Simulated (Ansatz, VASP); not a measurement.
Two plane-wave programs on PbSe

INCAR

```
SYSTEM = PbSe
PREC = Accurate ; ENCUT = 500
EDIFF = 1E-6 ; ISMEAR = 0
SIGMA = 0.01 ; LREAL = .FALSE.
LASPH = .TRUE. ; NELM = 120
ALGO = Normal ; ISIF = 2
LWAVE = .FALSE. ; LCHARG = .FALSE.
GGA = PE ; NBANDS = 17
GGA_COMPAT = .FALSE.
```

KPOINTS

```
regular mesh
0
G
  4 4 4
  0 0 0
```

The input POSCAR:

```
PbSe
1.0
    0.0000000000      3.4232041310      3.4232041310
    3.4232041310      0.0000000000      3.4232041310
    3.4232041310      3.4232041310      0.0000000000
Pb Se
1 1
Direct
    0.0000000000      0.0000000000      0.0000000000
    0.2500000000      0.2500000000      0.2500000000
```

Input for Ansatz:

```yaml
crystal:
  lattice:
    - [0.0, 3.423204131, 3.423204131]
    - [3.423204131, 0.0, 3.423204131]
    - [3.423204131, 3.423204131, 0.0]
  atoms:
    - { symbol: Pb, position: [0.0, 0.0, 0.0] }
    - { symbol: Se, position: [0.25, 0.25, 0.25] }
kpoints:
  mp_grid: { grid: [4, 4, 4] }
hamiltonian:
  xc: pbe
scf:
  occupations: { method: fixed }
  n_extra_bands: 1
output:
  forces: true
  stress: true
  eigenvalues: true
```

Alike in both runs: task single point; functional PBE; k mesh 4 × 4 × 4; no spin polarisation.

|  | VASP | Ansatz |
| --- | --- | --- |
| version | VASP 6.6.1 | Ansatz 0.2.0 |
| potentials or method | VASP PAW PBE potentials, release 64 (Pb_d, Se) | plane waves |
| plane-wave cutoff (eV) | 500 | 420 |
| occupations | gaussian, width 0.01 eV | fixed |
| valence electrons in the cell | 20 | 30 |

|  | VASP | Ansatz | Ansatz less VASP |
| --- | --- | --- | --- |
| gap on the k mesh at the Fermi level (eV) | 0.62 | 0.62 | -0.001 |
| pressure (GPa) | 0.7 | 0.7 | +0.01 |

VASP's potentials hold 20 valence electrons a cell and Ansatz's 30, so a difference there can come from the potentials and not from the codes.

Neither program's run includes spin-orbit coupling.
